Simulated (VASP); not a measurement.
Set up this calculation in VASP 6.6.1, as the native input.

- Task: relaxation of cell and atoms
- Functional: PBE
- Potentials or basis: VASP PAW PBE potentials, release 64 (Nd, Be, F)
- Cutoff: 600 eV
- k mesh: 12 × 12 × 8
- Occupations: gaussian, width 0.1 eV
- Spin: no spin polarisation
- Dipole correction: no
- Further INCAR settings: ALGO = Normal; EDIFF = 1e-07; IBRION = 2; EDIFFG = -0.01; NSW = 100; ISIF = 3

The structure of NdBeF2 lies in POSCAR:

```
NdBeF2
1.0
    4.5110231463      0.0000000000      0.0000000000
   -2.2555115732      3.9066606418      0.0000000000
    0.0000000000      0.0000000000      6.5947224296
Nd Be F
1 1 2
Direct
    0.3333333333      0.6666666667      0.0000000000
    0.6666666667      0.3333333333      0.0000000000
    0.6666666667      0.3333333333      0.2327594857
    0.6666666667      0.3333333333      0.7672405143
```

The cell was generated, and may not be a known phase.

The input as run:

INCAR

```
SYSTEM = NdBeF2
PREC = Accurate
ENCUT = 600
EDIFF = 1E-7
ISMEAR = 0
SIGMA = 0.1
LREAL = .False.
LASPH = .True.
NELM = 200
ALGO = Normal
ISIF = 3
LWAVE = .False.
LCHARG = .False.
GGA = PE
IBRION = 2
NSW = 100
EDIFFG = -0.01
GGA_COMPAT = .False.
NELMIN = 4
LMAXMIX = 6
```

KPOINTS

```
Automatic mesh
0
Gamma
  12 12 8
  0 0 0
```

Potentials or basis: VASP PAW PBE potentials, release 64 (Nd, Be, F).

Launch:

```bash
$ cat potpaw_PBE.64/Nd/POTCAR potpaw_PBE.64/Be/POTCAR potpaw_PBE.64/F/POTCAR > POTCAR
$ mpirun -np 1 vasp_std > vasp.out
```

It gave:

```yaml
Relaxed_volume: 28.06 Å³/atom
Relaxed_cell: a = 4.429 Å, b = 4.429 Å, c = 6.607 Å, α = 90.00°, β = 90.00°, γ = 120.00°
Space_group_after_relaxing_to_0.1_Å: P-6m2 (No. 187)
Energy_gained_by_relaxing: 1.3 meV/atom
Ionic_steps: 9
Pressure_after_relaxing: 0.0 GPa
Band_gap_on_the_k_mesh: 0.10 eV
```

Caveat: the highest band is partly filled, so the run has too few bands; spin-orbit coupling is left out, which moves the levels of the heavy elements; semilocal functionals describe open f shells poorly, which spoils levels, moments and volumes.

Wall time 59 min on 1 thread of Intel(R) Xeon(R) 6975P-C (Granite Rapids) (shared host), peak memory 0.53 GiB.
